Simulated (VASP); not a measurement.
# Ba2TeOsO6 (I4/m) in VASP: single point with PBEsol

Aim: the single point of Ba2TeOsO6 with PBEsol.

Everything below comes from runs of VASP 6.6.1. Logs are shortened: lines on timing, memory, paths and dates and some standing lists are left out, and cuts for length are marked.

### 1 The cell of the first run

Symmetry: I4/m, No. 87, tetragonal system. The conventional cell has a = 5.849 Å, b = 5.849 Å, c = 8.299 Å, α = 90.00°, β = 90.00°, γ = 90.00°. Within 2.7 Å of Os (site symmetry 4/m) lie 6 O at 2.00 to 2.01 Å. O (site symmetry m) has 1 Os at 2.00 Å and 1 Te at 2.14 Å within 2.7 Å. O (site symmetry 4) has 1 Os at 2.01 Å and 1 Te at 2.14 Å within 2.7 Å. Within 2.8 Å of Te (site symmetry 4/m) lie 6 O at 2.14 Å. Within 3.7 Å of Ba (site symmetry -4) lie 12 O at 2.84 to 3.03 Å and 4 Os at 3.59 Å and 4 Te at 3.59 Å.

### 2 Single point, PBEsol

INCAR reads:

```
SYSTEM = Ba2TeOsO6
ALGO = Normal
EDIFF = 1E-6
ENCUT = 520
GGA = PS
ISIF = 2
ISMEAR = 0
LASPH = .True.
LCHARG = .False.
LREAL = .False.
LWAVE = .False.
NBANDS = 46
NELM = 60
PREC = Accurate
SIGMA = 0.0977
```

KPOINTS reads:

```
k-points
0
Gamma
  4 4 4
  0 0 0
```

POSCAR reads:

```
Ba2TeOsO6
1.0
    0.0000000000      5.8491684571      0.0000003382
    5.8491684571      0.0000000000      0.0000003382
    2.9245844685      2.9245844685     -4.1492668782
Os O Te Ba
1 6 1 2
Direct
    0.0000000000      0.0000000000      0.0000000000
    0.2250247093      0.2580883784      0.0000000000
    0.2580883784      0.7749752907      0.0000000000
    0.7749752907      0.7419116216      0.0000000000
    0.7419116216      0.2250247093      0.0000000000
    0.2417045489      0.2417045489      0.5165909023
    0.7582954511      0.7582954511      0.4834090977
    0.5000000000      0.5000000000      0.0000000000
    0.7500000000      0.2500000000      0.5000000000
    0.2500000000      0.7500000000      0.5000000000
```

Potentials or basis: VASP PAW PBE potentials, release 64 (Os, O, Te, Ba_sv).

Started as:

```bash
$ cat potpaw_PBE.64/Os/POTCAR potpaw_PBE.64/O/POTCAR potpaw_PBE.64/Te/POTCAR potpaw_PBE.64/Ba_sv/POTCAR > POTCAR
$ mpirun -np 1 vasp_std > vasp.out
```

OUTCAR:

```text
SYSTEM = Ba2TeOsO6
   EDIFF = 1E-6
   ENCUT = 520
   GGA = PS
   ISIF = 2
   ISMEAR = 0
   LASPH = .True.
   LREAL = .False.
   NELM = 60
   PREC = Accurate

 ion  position               nearest neighbor table
   1  0.000  0.000  0.000-   3 2.00   5 2.00   4 2.00   2 2.00   6 2.01   7 2.01   9 3.59  10 3.59
                             9 3.59  10 3.59   9 3.59  10 3.59   9 3.59  10 3.59
   2  0.225  0.258  0.000-   1 2.00   8 2.14  10 2.84   9 2.84   9 3.03  10 3.03
   3  0.258  0.775  0.000-   1 2.00   8 2.14   9 2.84  10 2.84   9 3.03  10 3.03
   4  0.775  0.742  0.000-   1 2.00   8 2.14   9 2.84  10 2.84  10 3.03   9 3.03
   5  0.742  0.225  0.000-   1 2.00   8 2.14  10 2.84   9 2.84  10 3.03   9 3.03
   6  0.242  0.242  0.517-   1 2.01   8 2.14   9 2.93  10 2.93  10 2.93   9 2.93
   7  0.758  0.758  0.483-   1 2.01   8 2.14   9 2.93  10 2.93   9 2.93  10 2.93
   8  0.500  0.500  0.000-   3 2.14   5 2.14   4 2.14   2 2.14   6 2.14   7 2.14  10 3.59   9 3.59
                            10 3.59   9 3.59   9 3.59  10 3.59  10 3.59   9 3.59
   9  0.750  0.250  0.500-   3 2.84   4 2.84   2 2.84   5 2.84   7 2.93   6 2.93   7 2.93   6 2.93
                             3 3.03   2 3.03   4 3.03   5 3.03   8 3.59   1 3.59   8 3.59   1 3.59
  10  0.250  0.750  0.500-   5 2.84   2 2.84   4 2.84   3 2.84   7 2.93   6 2.93   7 2.93   6 2.93
                             5 3.03   4 3.03   2 3.03   3 3.03   1 3.59   8 3.59   8 3.59   1 3.59

  LATTYP: Found a body centered tetragonal cell.
 ALAT       =     5.8491684571
 C/A-ratio  =     1.4187545621

  Lattice vectors:

 A1 = (  -2.9245844685,   2.9245839886,   4.1492672164)
 A2 = (   2.9245839886,  -2.9245844685,   4.1492672164)
 A3 = (   2.9245844685,   2.9245844685,  -4.1492668782)

Analysis of symmetry for initial positions (statically):
=====================================================================
 Subroutine PRICEL returns:
 Original cell was already a primitive cell.

 Routine SETGRP: Setting up the symmetry group for a
 body centered tetragonal supercell.

 Subroutine GETGRP returns: Found  8 space group operations
 (whereof  8 operations were pure point group operations)
 out of a pool of 16 trial point group operations.

The static configuration has the point symmetry C_4h.

Analysis of symmetry for dynamics (positions and initial velocities):
=====================================================================
 Subroutine PRICEL returns:
 Original cell was already a primitive cell.

 Routine SETGRP: Setting up the symmetry group for a
 body centered tetragonal supercell.

 Subroutine GETGRP returns: Found  8 space group operations
 (whereof  8 operations were pure point group operations)
 out of a pool of 16 trial point group operations.

The dynamic configuration has the point symmetry C_4h.

 Subroutine INISYM returns: Found  8 space group operations
 (whereof  8 operations are pure point group operations),
 and found     1 'primitive' translations

----------------------------------------------------------------------------------------

                                     Primitive cell

  volume of cell :     141.9579

  direct lattice vectors                    reciprocal lattice vectors
     0.000000000  5.849168457  0.000000338    -0.000000007  0.170964466  0.120503215
     5.849168457  0.000000000  0.000000338     0.170964466 -0.000000007  0.120503215
     2.924584468  2.924584468 -4.149266878     0.000000014  0.000000014 -0.241006411

  length of vectors
     5.849168457  5.849168457  5.858566741     0.209164704  0.209164704  0.241006411

  position of ions in fractional coordinates (direct lattice)
     0.000000000  0.000000000  0.000000000
     0.225024709  0.258088378  0.000000000
     0.258088378  0.774975291  0.000000000
     0.774975291  0.741911622  0.000000000
     0.741911622  0.225024709  0.000000000
     0.241704549  0.241704549  0.516590902
     0.758295451  0.758295451  0.483409098
     0.500000000  0.500000000  0.000000000
     0.750000000  0.250000000  0.500000000
     0.250000000  0.750000000  0.500000000

  ion indices of the primitive-cell ions
   primitive index   ion index
                 1           1
                 2           2
                 3           3
                 4           4
                 5           5
                 6           6
                 7           7
                 8           8
                 9           9
                10          10

----------------------------------------------------------------------------------------

 KPOINTS: k-points

Automatic generation of k-mesh.
 Grid dimensions read from file:
 generate k-points for:    4    4    4

 Generating k-lattice:

  Cartesian coordinates                     Fractional coordinates (reciprocal lattice)
    -0.000000002  0.042741116  0.030125804     0.250000000  0.000000000  0.000000000
     0.042741116 -0.000000002  0.030125804     0.000000000  0.250000000  0.000000000
     0.000000003  0.000000003 -0.060251603     0.000000000  0.000000000  0.250000000

  Length of vectors
     0.052291176  0.052291176  0.060251603

  Shift w.r.t. Gamma in fractional coordinates (k-lattice)
     0.000000000  0.000000000  0.000000000

 Subroutine IBZKPT returns following result:
 ===========================================

 Found     14 irreducible k-points:

 Following reciprocal coordinates:
            Coordinates               Weight
  0.000000  0.000000  0.000000      1.000000
  0.250000  0.000000 -0.000000      8.000000
  0.500000  0.000000 -0.000000      4.000000
  0.250000  0.250000 -0.000000      8.000000
  0.500000  0.250000 -0.000000      8.000000
 -0.250000  0.500000 -0.000000      8.000000
 -0.250000  0.250000  0.000000      4.000000
  0.500000  0.500000 -0.000000      2.000000
 -0.000000 -0.000000  0.250000      2.000000
  0.500000  0.000000  0.250000      4.000000
 -0.250000 -0.000000  0.250000      8.000000
  0.500000  0.500000  0.250000      2.000000
 -0.250000 -0.250000  0.250000      4.000000
 -0.000000 -0.000000  0.500000      1.000000
   k-points           NKPTS =     14   k-points in BZ     NKDIM =     14   number of bands    NBANDS=     46
   number of dos      NEDOS =    301   number of ions     NIONS =     10
   total plane-waves  NPLWV = 110592
   dimension x,y,z NGX =    48 NGY =   48 NGZ =   48
   dimension x,y,z NGXF=    96 NGYF=   96 NGZF=   96
   ions per type =               1   6   1   2
   NGX,Y,Z   is equivalent  to a cutoff of  13.64, 13.64, 13.62 a.u.
   NGXF,Y,Z  is equivalent  to a cutoff of  27.29, 27.29, 27.24 a.u.
 SYSTEM =  Ba2TeOsO6
   PREC   = accura    normal or accurate (medium, high low for compatibility)
   ISTART =      0    job   : 0-new  1-cont  2-samecut
   ICHARG =      2    charge: 1-file 2-atom 10-const
   ISPIN  =      1    spin polarized calculation?
   LNONCOLLINEAR =      F non collinear calculations
   LSORBIT =      F    spin-orbit coupling
   LASPH  =      T    aspherical Exc in radial PAW
   ENCUT  =  520.0 eV  38.22 Ry    6.18 a.u.  10.88 10.88 10.89*2*pi/ulx,y,z
   NELM   =     60;   NELMIN=  2; NELMDL= -5     # of ELM steps
   EDIFF  = 0.1E-05   stopping-criterion for ELM
   LREAL  =      F    real-space projection
   EDIFFG = 0.1E-04   stopping-criterion for IOM
   NSW    =      0    number of steps for IOM
   IBRION =     -1    ionic relax: 0-MD 1-quasi-New 2-CG
   NFREE  =      0    steps in history (QN), initial steepest desc. (CG)
   ISIF   =      2    stress and relaxation
   ISYM   =      2    0-nonsym 1-usesym 2-fastsym
   POTIM  = 0.5000    time-step for ionic-motion
   TEBEG  =    0.0;   TEEND  =   0.0 temperature during run
   PSTRESS=    0.0 pullay stress
   NELECT =      70.0000    total number of electrons
   NUPDOWN=      -1.0000    fix difference up-down
   EMIN   =  10.00;   EMAX   =-10.00  energy-range for DOS
   EFERMI =   0.00;   METHOD = LEGACY
   ISMEAR =     0;   SIGMA  =   0.10  broadening in eV -4-tet -1-fermi 0-gaus
   EFERMI_NEDOS =   21; number of points for ismear=-14 and -15
   IALGO  =     38    algorithm
   IMIX   =      4    mixing-type and parameters
     AMIX     =   0.40;   BMIX     =  1.00
     AMIX_MAG =   1.60;   BMIX_MAG =  1.00
  volume/ion in A,a.u.               =      14.20        95.80
  Fermi-wavevector in a.u.,A,eV,Ry     =   1.293365  2.444105 22.759715  1.672792
  Thomas-Fermi vector in A             =   2.425015
   LORBIT       =      0    0 simple, 1 ext, 2 COOP (PROOUT), +10 PAW based schemes
   GGA     = PS    functional components
   LHFCALC =     F    Hartree Fock is set to
   AEXX    =    0.0000 exact exchange contribution
   IVDW    =     0    specifies the selected vdW correction
   LEPSILON=     F    determine dielectric tensor
   LRPA    =     F    only Hartree local field effects (RPA)
 non-spin polarized calculation
 Gauss-broadening in eV      SIGMA  =   0.10
  energy-cutoff  :      520.00
  volume of cell :      141.96
 maximum number of plane-waves:      3844
 NGX is ok and might be reduce to    48
   NGX = 21   NGY = 21   NGZ = 21

 number of electron      69.9999998 magnetization

 Free energy of the ion-electron system (eV)
  ---------------------------------------------------
  ext. energy  EPLUGINS =         0.00000000
  ---------------------------------------------------
  free energy    TOTEN  =       -68.48408858 eV

  energy without entropy =      -68.44286601  energy(sigma->0) =      -68.46347729

 E-fermi :   5.9593     XC(G=0): -11.2564

 val. band max:        5.9359194827   @ k =  -0.2500   0.2500   0.0000
 cond. band min:       5.9603993274   @ k =   0.2500   0.2500  -0.0000
 fundamental gap:      0.0244798447
 Fermi energy:         5.9592716639

 k-point     1 :       0.0000    0.0000    0.0000
  band No.  band energies     occupation
      1     -21.3613      2.00000
      2     -21.1787      2.00000
      3     -14.2592      2.00000
      4     -12.8681      2.00000
      5     -12.8681      2.00000
      6     -12.8454      2.00000
[... 38 lines left out ...]
     45      11.2417      0.00000
     46      11.2444      0.00000

 k-point     2 :       0.2500    0.0000   -0.0000
  band No.  band energies     occupation
      1     -21.3278      2.00000
      2     -21.1994      2.00000
      3     -14.1776      2.00000
      4     -13.1975      2.00000
      5     -13.0210      2.00000
      6     -12.9962      2.00000
[... 38 lines left out ...]
     45      11.2713      0.00000
     46      11.3883      0.00000

 k-point     3 :       0.5000    0.0000   -0.0000
  band No.  band energies     occupation
      1     -21.2575      2.00000
      2     -21.2567      2.00000
      3     -13.9676      2.00000
      4     -13.6403      2.00000
      5     -13.1042      2.00000
      6     -13.0761      2.00000
[... 38 lines left out ...]
     45      11.2943      0.00000
     46      11.6227      0.00000

 k-point     4 :       0.2500    0.2500   -0.0000
  band No.  band energies     occupation
      1     -21.2869      2.00000
      2     -21.2268      2.00000
      3     -14.0859      2.00000
      4     -13.5149      2.00000
      5     -13.0882      2.00000
      6     -12.9196      2.00000
[... 430 lines left out ...]
     45      11.5816      0.00000
     46      11.6859      0.00000

 k-point    13 :      -0.2500   -0.2500    0.2500
  band No.  band energies     occupation
      1     -21.2523      2.00000
      2     -21.2519      2.00000
      3     -14.1133      2.00000
      4     -13.5918      2.00000
      5     -12.9181      2.00000
      6     -12.8890      2.00000
[... 38 lines left out ...]
     45      11.5525      0.00000
     46      11.5590      0.00000

 k-point    14 :      -0.0000   -0.0000    0.5000
  band No.  band energies     occupation
      1     -21.2803      2.00000
      2     -21.2237      2.00000
      3     -14.2491      2.00000
      4     -13.2353      2.00000
      5     -12.9850      2.00000
      6     -12.9850      2.00000
[... 38 lines left out ...]
     45      11.1908      0.00000
     46      11.3362      0.00000

------------------------ aborting loop because EDIFF is reached ----------------------------------------

  FORCE on cell =-STRESS in cart. coord.  units (eV):
  Direction    XX          YY          ZZ          XY          YZ          ZX
  --------------------------------------------------------------------------------------
  -------------------------------------------------------------------------------------
  Total        1.5441695      1.5441695      1.6016679      0.0000011     -0.0000000     -0.0000000
  in kB       17.4279327     17.4279327     18.0768770      0.0000125     -0.0000000     -0.0000000
  external PRESSURE =      17.6442475 kB  Pullay stress =       0.0000000 kB

 VOLUME and BASIS-vectors are now :
 -----------------------------------------------------------------------------
  energy-cutoff  :      520.00
  volume of cell :      141.96
      direct lattice vectors                 reciprocal lattice vectors
     0.000000000  5.849168457  0.000000338    -0.000000007  0.170964466  0.120503215
     5.849168457  0.000000000  0.000000338     0.170964466 -0.000000007  0.120503215
     2.924584468  2.924584468 -4.149266878     0.000000014  0.000000014 -0.241006411

 POSITION                                       TOTAL-FORCE (eV/Angst)
 -----------------------------------------------------------------------------------
      0.00000      0.00000      0.00000        -0.000000     -0.000000      0.000000
      1.50960      1.31621      0.00000         0.139387      0.162513      0.000000
      4.53296      1.50960      0.00000        -0.162513      0.139387     -0.000000
      4.33957      4.53296      0.00000        -0.139387     -0.162513     -0.000000
      1.31621      4.33957      0.00000         0.162513     -0.139387      0.000000
      2.92458      2.92458     -2.14347        -0.000000     -0.000000      0.211054
      5.84917      5.84917     -2.00579         0.000000      0.000000     -0.211054
      2.92458      2.92458      0.00000        -0.000000     -0.000000      0.000000
      2.92458      5.84917     -2.07463        -0.000000      0.000000     -0.000000
      5.84917      2.92458     -2.07463        -0.000000      0.000000     -0.000000
 -----------------------------------------------------------------------------------
    total drift:                               -0.000000     -0.000000      0.000000

  FREE ENERGIE OF THE ION-ELECTRON SYSTEM (eV)
  ---------------------------------------------------
  free  energy   TOTEN  =       -68.4840885759 eV

  energy  without entropy=      -68.4428660055  energy(sigma->0) =      -68.46347729
```

Wall time 2.2 min (1 thread of Intel Xeon Platinum 8488C (Sapphire Rapids), shared host); peak memory 0.37 GiB.

Results:

| Quantity | Value |
| --- | --- |
| Free energy | -68.4841 eV |
| Pressure | 1.8 GPa |
| Largest force | 0.214 eV/Å |
| Band gap on the k mesh | zero (bands 35 and 36 overlap by 0.77 eV) |

Forces on the atoms (eV/Å):
```
Os   0.000  0.000  0.000
O    0.139  0.163  0.000
O   -0.163  0.139  0.000
O   -0.139 -0.163  0.000
O    0.163 -0.139  0.000
O    0.000  0.000  0.211
O    0.000  0.000 -0.211
Te   0.000  0.000  0.000
Ba   0.000  0.000  0.000
Ba   0.000  0.000  0.000
```

Caveat: the PAW data sets were made with another functional, which shifts forces and pressure a little; spin-orbit coupling is left out, which moves the levels of the heavy elements.
